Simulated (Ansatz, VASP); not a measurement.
**NaAl in VASP and in Ansatz**

```xyz
2
Lattice="3.5180 0.0000 0.0000 0.0000 3.5180 0.0000 0.0000 0.0000 3.5180" Properties=species:S:1:pos:R:3 pbc="T T T"
Na    0.0000    0.0000    0.0000
Al    1.7590    1.7590    1.7590
```

Alike in both runs: task single point; functional LDA; k mesh 11 × 11 × 11; occupations fermi-dirac, width 0.05 eV; no spin polarisation.

```csv
,VASP,Ansatz
version,VASP 6.6.1,Ansatz 0.2.0
potentials or method,"VASP PAW LDA potentials, release 64 (Na_pv, Al), cutoff 520 eV","all-electron LAPW, scalar-relativistic"
```

```csv
,VASP,Ansatz,Ansatz less VASP
pressure (GPa),0.0,0.0,-0.01
```

LDA's correlation is that of Perdew and Zunger in VASP and of Perdew and Wang (1992) in Ansatz. Ansatz ran all-electron here, and VASP with PAW potentials.
